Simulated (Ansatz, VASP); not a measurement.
Two plane-wave programs on SrSi2Au

```
CELL_PARAMETERS angstrom
4.31338 0.00000 0.00000
0.00000 4.31338 0.00000
0.00000 0.00000 4.15301
ATOMIC_POSITIONS crystal
Sr 0.00000 0.00000 0.00000
Si 0.00000 0.50000 0.50000
Si 0.50000 0.00000 0.50000
Au 0.50000 0.50000 0.00000
```

Change from the starting cell: species swapped into the CePdRh2 type (P4/mmm, No. 123).

Alike in both runs: task relaxation of cell and atoms; functional PBE; k mesh 4 × 4 × 4; occupations gaussian, width 0.1 eV; no spin polarisation.

|  | VASP | Ansatz |
| --- | --- | --- |
| version | VASP 6.6.1 | Ansatz 0.2.0 |
| potentials or method | VASP PAW PBE potentials, release 64 (Sr_sv, Si, Au), cutoff 500 eV | scalar-relativistic, plane waves, PAW |
| valence electrons in the cell | 29 | 37 |

```tsv
	VASP	Ansatz	Ansatz less VASP
gap on the k mesh at the Fermi level, each at its own relaxed structure (eV)	none	none	-
relaxed volume (Å³/atom)	20.89	20.81	-0.086
relaxed cell length with the largest relative difference (Å)	4.349	4.339	-0.0102
```

A gap of «none» marks a metal or a gap that the smearing closes. VASP's potentials hold 29 valence electrons a cell and Ansatz's 37, so a difference there can come from the potentials and not from the codes.

The k mesh is coarse, so the values compare programs but aren't converged. Neither program's run includes spin-orbit coupling.
